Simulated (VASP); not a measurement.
# Ir2Pt (P4/mmm) in VASP: notebook

Ir2Pt is run at these levels: PBE; tasks: single point.

Program: VASP 6.6.1. These are calculated values, not measurements. Logs are shortened: lines on timing, memory, paths and dates and some standing lists are left out, and cuts for length are marked.

### 1 The cell of the first run

The structure is tetragonal, space group P4/mmm (No. 123). Conventional cell: a = 2.710 Å, b = 2.710 Å, c = 6.485 Å, α = 90.00°, β = 90.00°, γ = 90.00°. Within 3.2 Å of Ir (site symmetry 4mm) lie 5 Ir at 2.44 to 2.71 Å and 4 Pt at 2.79 Å. Pt (site symmetry 4/mmm) has 4 Pt at 2.71 Å and 8 Ir at 2.79 Å within 3.6 Å.

### 2 Single point, PBE

Input file INCAR:

```
SYSTEM = Ir2Pt
  ALGO = Normal
  EDIFF = 1E-6
  ENCUT = 500
  GGA = PE
  GGA_COMPAT = .FALSE.
  ISIF = 2
  ISMEAR = 0
  LASPH = .TRUE.
  LCHARG = .FALSE.
  LREAL = .FALSE.
  LWAVE = .FALSE.
  NBANDS = 21
  NELM = 120
  PREC = Accurate
  SIGMA = 0.1
```

Input file KPOINTS:

```
k-points
0
G
  16 16 8
  0 0 0
```

Input file POSCAR:

```
Ir2Pt
1.0
    2.7095898907      0.0000000000      0.0000000000
    0.0000000000      2.7095898907      0.0000000000
    0.0000000000      0.0000000000      6.4854602733
Ir Pt
2 1
Direct
    0.5000000000      0.5000000000      0.3122453765
    0.5000000000      0.5000000000      0.6877546235
    0.0000000000      0.0000000000      0.0000000000
```

Potentials or basis: VASP PAW PBE potentials, release 64 (Ir, Pt).

On the command line:

```
cat potpaw_PBE.64/Ir/POTCAR potpaw_PBE.64/Pt/POTCAR > POTCAR
mpirun -np 1 vasp_std > vasp.out
```

OUTCAR:

```text
SYSTEM = Ir2Pt
   EDIFF = 1E-6
   ENCUT = 500
   GGA = PE
   ISIF = 2
   ISMEAR = 0
   LASPH = .TRUE.
   LREAL = .FALSE.
   NELM = 120
   PREC = Accurate

 ion  position               nearest neighbor table
   1  0.500  0.500  0.312-   2 2.44   3 2.79   3 2.79   3 2.79   3 2.79
   2  0.500  0.500  0.688-   1 2.44   3 2.79   3 2.79   3 2.79   3 2.79
   3  0.000  0.000  0.000-   1 2.79   2 2.79   1 2.79   2 2.79   1 2.79   2 2.79   1 2.79   2 2.79

  LATTYP: Found a simple tetragonal cell.
 ALAT       =     2.7095898907
 C/A-ratio  =     2.3935209884

  Lattice vectors:

 A1 = (   2.7095898907,   0.0000000000,   0.0000000000)
 A2 = (   0.0000000000,   2.7095898907,   0.0000000000)
 A3 = (   0.0000000000,   0.0000000000,   6.4854602733)

Analysis of symmetry for initial positions (statically):
=====================================================================
 Subroutine PRICEL returns:
 Original cell was already a primitive cell.

 Routine SETGRP: Setting up the symmetry group for a
 simple tetragonal supercell.

 Subroutine GETGRP returns: Found 16 space group operations
 (whereof 16 operations were pure point group operations)
 out of a pool of 16 trial point group operations.

The static configuration has the point symmetry D_4h.

Analysis of symmetry for dynamics (positions and initial velocities):
=====================================================================
 Subroutine PRICEL returns:
 Original cell was already a primitive cell.

 Routine SETGRP: Setting up the symmetry group for a
 simple tetragonal supercell.

 Subroutine GETGRP returns: Found 16 space group operations
 (whereof 16 operations were pure point group operations)
 out of a pool of 16 trial point group operations.

The dynamic configuration has the point symmetry D_4h.

 Subroutine INISYM returns: Found 16 space group operations
 (whereof 16 operations are pure point group operations),
 and found     1 'primitive' translations

----------------------------------------------------------------------------------------

                                     Primitive cell

  volume of cell :      47.6155

  direct lattice vectors                    reciprocal lattice vectors
     2.709589891  0.000000000  0.000000000     0.369059540  0.000000000  0.000000000
[... 83 lines left out ...]
   LNONCOLLINEAR =      F non collinear calculations
   LSORBIT =      F    spin-orbit coupling
   LASPH  =      T    aspherical Exc in radial PAW
   ENCUT  =  500.0 eV  36.75 Ry    6.06 a.u.   4.94  4.94 11.82*2*pi/ulx,y,z
   NELM   =    120;   NELMIN=  2; NELMDL= -5     # of ELM steps
   EDIFF  = 0.1E-05   stopping-criterion for ELM
   LREAL  =      F    real-space projection
   EDIFFG = 0.1E-04   stopping-criterion for IOM
   NSW    =      0    number of steps for IOM
   IBRION =     -1    ionic relax: 0-MD 1-quasi-New 2-CG
   NFREE  =      0    steps in history (QN), initial steepest desc. (CG)
   ISIF   =      2    stress and relaxation
   ISYM   =      2    0-nonsym 1-usesym 2-fastsym
   POTIM  = 0.5000    time-step for ionic-motion
   TEBEG  =    0.0;   TEEND  =   0.0 temperature during run
   PSTRESS=    0.0 pullay stress
   NELECT =      28.0000    total number of electrons
   NUPDOWN=      -1.0000    fix difference up-down
   EMIN   =  10.00;   EMAX   =-10.00  energy-range for DOS
   EFERMI =   0.00;   METHOD = LEGACY
   ISMEAR =     0;   SIGMA  =   0.10  broadening in eV -4-tet -1-fermi 0-gaus
   EFERMI_NEDOS =   21; number of points for ismear=-14 and -15
   IALGO  =     38    algorithm
   IMIX   =      4    mixing-type and parameters
     AMIX     =   0.40;   BMIX     =  1.00
     AMIX_MAG =   1.60;   BMIX_MAG =  1.00
  volume/ion in A,a.u.               =      15.87       107.11
  Fermi-wavevector in a.u.,A,eV,Ry     =   1.371550  2.591853 25.594578  1.881148
  Thomas-Fermi vector in A             =   2.497236
   LORBIT       =      0    0 simple, 1 ext, 2 COOP (PROOUT), +10 PAW based schemes
   GGA     = PE    functional components
   LHFCALC =     F    Hartree Fock is set to
   AEXX    =    0.0000 exact exchange contribution
   IVDW    =     0    specifies the selected vdW correction
   LEPSILON=     F    determine dielectric tensor
   LRPA    =     F    only Hartree local field effects (RPA)
 non-spin polarized calculation
 Gauss-broadening in eV      SIGMA  =   0.10
  energy-cutoff  :      500.00
  volume of cell :       47.62
 maximum number of plane-waves:      1230
 NGX is ok and might be reduce to    20
   NGX =  9   NGY =  9   NGZ = 23

 number of electron      27.9999993 magnetization

 Free energy of the ion-electron system (eV)
  ---------------------------------------------------
  ext. energy  EPLUGINS =         0.00000000
  ---------------------------------------------------
  free energy    TOTEN  =       -22.65367702 eV

  energy without entropy =      -22.63094131  energy(sigma->0) =      -22.64230916

 E-fermi :   9.1672     XC(G=0): -13.1894

 val. band max:        9.1658767328   @ k =   0.3750   0.3750   0.0000
 cond. band min:       9.1698855455   @ k =   0.5000   0.2500   0.1250
 fundamental gap:      0.0040088127
 Fermi energy:         9.1672421538

 k-point     1 :       0.0000    0.0000    0.0000
  band No.  band energies     occupation
      1      -0.8784      2.00000
      2       1.9046      2.00000
      3       2.6265      2.00000
      4       2.6725      2.00000
      5       4.4067      2.00000
      6       4.5656      2.00000
[... 565 lines left out ...]
     20      16.6780      0.00000
     21      16.6928      0.00000

 [... further k-points ...]

------------------------ aborting loop because EDIFF is reached ----------------------------------------

  FORCE on cell =-STRESS in cart. coord.  units (eV):
  Direction    XX          YY          ZZ          XY          YZ          ZX
  --------------------------------------------------------------------------------------
  -------------------------------------------------------------------------------------
  Total       -0.0541098     -0.0541098      0.0163956      0.0000000     -0.0000000      0.0000000
  in kB       -1.8207013     -1.8207013      0.5516837      0.0000000     -0.0000000      0.0000000
  external PRESSURE =      -1.0299063 kB  Pullay stress =       0.0000000 kB

 VOLUME and BASIS-vectors are now :
 -----------------------------------------------------------------------------
  energy-cutoff  :      500.00
  volume of cell :       47.62
      direct lattice vectors                 reciprocal lattice vectors
     2.709589891  0.000000000  0.000000000     0.369059540  0.000000000  0.000000000
     0.000000000  2.709589891  0.000000000     0.000000000  0.369059540  0.000000000
     0.000000000  0.000000000  6.485460273     0.000000000  0.000000000  0.154191061

 POSITION                                       TOTAL-FORCE (eV/Angst)
 -----------------------------------------------------------------------------------
      1.35479      1.35479      2.02505        -0.000000      0.000000     -0.030730
      1.35479      1.35479      4.46041         0.000000     -0.000000      0.030730
      0.00000      0.00000      0.00000        -0.000000      0.000000      0.000000
 -----------------------------------------------------------------------------------
    total drift:                               -0.000000      0.000000      0.000000

  FREE ENERGIE OF THE ION-ELECTRON SYSTEM (eV)
  ---------------------------------------------------
  free  energy   TOTEN  =       -22.6536770162 eV

  energy  without entropy=      -22.6309413129  energy(sigma->0) =      -22.64230916
```

stdout:

```text
POSCAR found type information on POSCAR IrPt
 POSCAR found :  2 types and       3 ions
 scaLAPACK will be used
 LDA part: xc-table for (Slater+PW92), standard interpolation
 POSCAR, INCAR and KPOINTS ok, starting setup
 FFT: planning ... GRIDC
 FFT: planning ... GRID_SOFT
 FFT: planning ... GRID
 WAVECAR not read
 entering main loop
```

Run time: 2.7 min. Hardware: 1 thread of Intel Xeon 8259CL, shared host; peak memory 0.32 GiB.

Results:

* Free energy: -22.6537 eV
* Pressure: -0.1 GPa
* Largest force: 0.031 eV/Å
* Band gap on the k mesh: zero (bands 14 and 15 overlap by 2.88 eV)

Forces in eV/Å, atoms in the order of the input:
```
Ir   0.000  0.000 -0.031
Ir   0.000  0.000  0.031
Pt   0.000  0.000  0.000
```

Levels at points of the mesh, in eV from the Fermi level:
| k point | band 11 | band 12 | band 13 | band 14 | band 15 | band 16 | band 17 | band 18 |
| --- | --- | --- | --- | --- | --- | --- | --- | --- |
| (0.00, 0.00, 0.00) | -1.96 | -1.96 | -1.24 | -1.15 | 0.63 | 0.69 | 1.07 | 1.07 |
| (0.50, 0.00, 0.00) | -1.71 | -0.74 | -0.16 | 0.24 | 0.68 | 1.60 | 1.83 | 2.78 |
| (0.50, 0.50, 0.00) | 0.32 | 0.51 | 0.71 | 2.08 | 2.26 | 2.61 | 2.61 | 7.95 |
| (0.00, 0.00, 0.50) | -1.13 | -0.51 | -0.51 | -0.15 | -0.15 | 0.45 | 0.62 | 0.86 |
| (0.50, 0.00, 0.50) | -1.53 | -1.32 | -0.66 | -0.44 | -0.16 | 0.89 | 2.96 | 3.27 |
| (0.50, 0.50, 0.50) | -0.70 | 0.51 | 1.87 | 2.08 | 2.26 | 5.51 | 5.51 | 6.57 |

Caveat: spin-orbit coupling is left out, which moves the levels of the heavy elements.

### 3 Single point, PBE

This run uses another cell than the first one, of 15.94 Å³/atom.

Input file INCAR:

```
SYSTEM = Ir2Pt
PREC = Accurate ; ENCUT = 500
EDIFF = 1E-6 ; ISMEAR = 0
SIGMA = 0.1 ; LREAL = .FALSE.
LASPH = .TRUE. ; NELM = 120
ALGO = Normal ; ISIF = 2
LWAVE = .FALSE. ; LCHARG = .FALSE.
GGA = PE ; NBANDS = 21
GGA_COMPAT = .FALSE.
```

Input file KPOINTS:

```
Automatic mesh
0
G
  6 6 4
  0 0 0
```

Input file POSCAR:

```
Ir2Pt
1.0
    2.7343473037      0.0000000000      0.0000000000
    0.0000000000      2.7343473037      0.0000000000
    0.0000000000      0.0000000000      6.3946797941
Ir Pt
2 1
Direct
    0.5000000000      0.5000000000      0.3092560683
    0.5000000000      0.5000000000      0.6907439317
    0.0000000000      0.0000000000      0.0000000000
```

Potentials or basis: VASP PAW PBE potentials, release 64 (Ir, Pt).

On the command line:

```
cat potpaw_PBE.64/Ir/POTCAR potpaw_PBE.64/Pt/POTCAR > POTCAR
mpirun -np 1 vasp_std > vasp.out
```

It took 46 s on 1 thread of Intel Xeon 8259CL, shared host; peak memory 0.17 GiB.

The run converged. Its results:

```yaml
Free_energy: -22.4904 eV
Pressure: -0.1 GPa
Largest_force: 0.027 eV/Å
Band_gap_on_the_k_mesh: zero (bands 14 and 15 overlap by 2.38 eV)
```

Forces on the atoms (eV/Å):
```
Ir   0.000  0.000 -0.027
Ir   0.000  0.000  0.027
Pt   0.000  0.000  0.000
```

Stress tensor (GPa, compression positive):
```
-0.06  0.00  0.00
 0.00 -0.06  0.00
 0.00  0.00 -0.23
```

Levels at points of the mesh, in eV from the Fermi level:
| k point | band 11 | band 12 | band 13 | band 14 | band 15 | band 16 | band 17 | band 18 |
| --- | --- | --- | --- | --- | --- | --- | --- | --- |
| (0.00, 0.00, 0.00) | -1.96 | -1.96 | -1.38 | -0.95 | 0.66 | 0.69 | 1.12 | 1.12 |
| (0.50, 0.00, 0.00) | -1.63 | -0.66 | -0.04 | 0.22 | 0.73 | 1.41 | 1.81 | 2.84 |
| (0.50, 0.50, 0.00) | 0.49 | 0.49 | 0.78 | 2.04 | 2.22 | 2.50 | 2.50 | 7.68 |
| (0.00, 0.00, 0.50) | -1.37 | -0.50 | -0.50 | -0.17 | -0.17 | 0.45 | 0.89 | 0.95 |
| (0.50, 0.00, 0.50) | -1.54 | -1.25 | -0.58 | -0.33 | -0.21 | 0.97 | 2.85 | 3.22 |
| (0.50, 0.50, 0.50) | -0.64 | 0.26 | 1.90 | 2.04 | 2.22 | 5.45 | 5.45 | 6.67 |

Caveat: the k points lie up to 0.38 Å⁻¹ apart, too coarse for converged energies and pressures of a metal; spin-orbit coupling is left out, which moves the levels of the heavy elements.

### 4 Single point, PBE

This run uses another cell than the first one, of 16.16 Å³/atom.

Input file INCAR:

```
SYSTEM = Ir2Pt
PREC     = Accurate       ! precision mode
ENCUT    = 500            ! plane-wave cutoff, eV
EDIFF    = 1E-6           ! SCF threshold, eV
ISMEAR   = 0              ! smearing method
SIGMA    = 0.1            ! smearing width, eV
LREAL    = .FALSE.        ! projectors in reciprocal space
LASPH    = .TRUE.         ! aspherical terms in the spheres
NELM     = 120            ! most SCF steps
ALGO     = Normal         ! electronic algorithm
ISIF     = 2              ! what is computed and relaxed
LWAVE    = .FALSE.        ! write WAVECAR
LCHARG   = .FALSE.        ! write CHGCAR
GGA      = PE             ! functional
NBANDS   = 21             ! bands
GGA_COMPAT= .FALSE.
```

Input file KPOINTS:

```
regular mesh
0
G
  6 6 4
  0 0 0
```

Input file POSCAR:

```
Ir2Pt
1.0
    3.4983755800      0.0000000000      0.0000000000
    0.0000000000      3.4983755800      0.0000000000
    0.0000000000      0.0000000000      3.9602767900
Ir Pt
2 1
Direct
    0.5000000000      0.5000000000      0.2287326400
    0.5000000000      0.5000000000      0.7712673600
    0.0000000000      0.0000000000      0.0000000000
```

On the command line:

```
cat potpaw_PBE.64/Ir/POTCAR potpaw_PBE.64/Pt/POTCAR > POTCAR
mpirun -np 1 vasp_std > vasp.out
```

Wall time 50 s (1 thread of Intel Xeon 8259CL, shared host); peak memory 0.18 GiB.

It converged, with:

- Free energy: -13.0170 eV
- Pressure: 96.8 GPa
- Largest force: 24.509 eV/Å
- Band gap on the k mesh: zero (bands 14 and 15 overlap by 3.08 eV)

Forces in eV/Å, atoms in the order of the input:
```
Ir    0.000   0.000  24.509
Ir    0.000   0.000 -24.509
Pt    0.000   0.000   0.000
```

Stress tensor (GPa, compression positive):
```
 23.29   0.00   0.00
  0.00  23.29   0.00
  0.00   0.00 243.85
```

Levels at points of the mesh, in eV from the Fermi level:
| k point | band 10 | band 11 | band 12 | band 13 | band 14 | band 15 | band 16 | band 17 | band 18 | band 19 |
| --- | --- | --- | --- | --- | --- | --- | --- | --- | --- | --- |
| (0.00, 0.00, 0.00) | -2.03 | -1.61 | -0.82 | -0.51 | 1.10 | 3.58 | 3.58 | 5.20 | 5.20 | 5.25 |
| (0.50, 0.00, 0.00) | -2.61 | -2.55 | -1.71 | -0.26 | 1.52 | 3.23 | 3.36 | 3.59 | 5.86 | 5.95 |
| (0.50, 0.50, 0.00) | -2.04 | -1.75 | -0.85 | -0.85 | 0.05 | 1.47 | 3.16 | 3.44 | 3.44 | 5.86 |
| (0.00, 0.00, 0.50) | -3.07 | -2.45 | -2.27 | -2.27 | -1.75 | -1.56 | 0.07 | 1.61 | 8.83 | 8.83 |
| (0.50, 0.00, 0.50) | -2.34 | -2.32 | -1.60 | -1.54 | -0.99 | -0.87 | -0.33 | 0.97 | 2.19 | 2.58 |
| (0.50, 0.50, 0.50) | -2.55 | -2.47 | -2.22 | -2.03 | -1.97 | -0.80 | 1.41 | 2.72 | 2.72 | 6.75 |

Caveat: the k points lie up to 0.40 Å⁻¹ apart, too coarse for converged energies and pressures of a metal; atoms lie so close that the PAW spheres overlap strongly, which falsifies energies and pressures; spin-orbit coupling is left out, which moves the levels of the heavy elements; forces of over 1 eV/Å act on the atoms, so gaps and moduli don't describe the material at rest.

### 5 The runs side by side

| cell | k mesh | gap on the mesh (eV) | pressure (GPa) | largest force (eV/Å) |
| --- | --- | --- | --- | --- |
| a = 2.710, b = 2.710, c = 6.485 Å, 3 atoms, atomic positions A | 16 × 16 × 8 | none | -0.1 | 0.03 |
| a = 2.734, b = 2.734, c = 6.395 Å, 3 atoms, atomic positions B | 6 × 6 × 4 | none | -0.1 | 0.03 |
| a = 3.498, b = 3.498, c = 3.960 Å, 3 atoms, atomic positions C | 6 × 6 × 4 | none | 96.8 | 24.51 |

Alike in all rows: task single point; level PBE; potentials or basis VASP PAW PBE potentials, release 64 (Ir, Pt); no spin polarisation; cutoff (eV) 500; smearing gaussian 0.1 eV.

Caveats: some runs use coarse meshes; spin-orbit coupling is left out, which moves the levels of the heavy elements; atoms lie so close that the PAW spheres overlap strongly, which falsifies energies and pressures (at least some runs); forces of over 1 eV/Å act on the atoms, so gaps and moduli don't describe the material at rest (at least some runs).

Total energies depend on the potentials used, so only differences within one code and one set of settings carry meaning.
